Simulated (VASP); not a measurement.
Crystal: BPt.

```
B Pt
1.0
     0.00000    2.12837    2.12837
     2.12837    0.00000    2.12837
     2.12837    2.12837    0.00000
B Pt
1 1
Direct
  0.50000 0.50000 0.50000
  0.00000 0.00000 0.00000
```

* Program: VASP 6.6.1
* Task: relaxation of cell and atoms
* Functional: PBE
* Potentials or basis: VASP PAW PBE potentials, release 64 (B, Pt)
* Cutoff: 600 eV
* k mesh: 8 × 8 × 8
* Occupations: gaussian, width 0.1 eV
* Spin: no spin polarisation

At the start: pressure 69.7 GPa; volume 9.64 Å³/atom.

Question: Where does the relaxation end?

Answer: Over 5 steps the energy falls by 359.1 meV/atom and the volume is 11.60 Å³/atom (+20.4 %); space group Fm-3m (No. 225, to 0.05 Å).

The path:
| step | energy change (eV) | largest force (eV/Å) | pressure (GPa) | volume (Å³) |
| --- | --- | --- | --- | --- |
| 1 | 0.0000 | 0.0000 | 69.70 | 19.28 |
| 2 | 0.9453 | 0.0000 | -35.82 | 33.52 |
| 3 | -0.7094 | 0.0000 | -5.23 | 23.74 |
| 4 | -0.7177 | 0.0000 | -1.34 | 23.34 |
| 5 | -0.7183 | 0.0000 | 0.02 | 23.21 |

Final structure:
```
CELL_PARAMETERS angstrom
0.00000 2.26400 2.26400
2.26400 0.00000 2.26400
2.26400 2.26400 0.00000
ATOMIC_POSITIONS crystal
B 0.50000 0.50000 0.50000
Pt 0.00000 0.00000 0.00000
```

Caveat: the volume moved by over 15 % at a fixed basis, so the end points are rough.
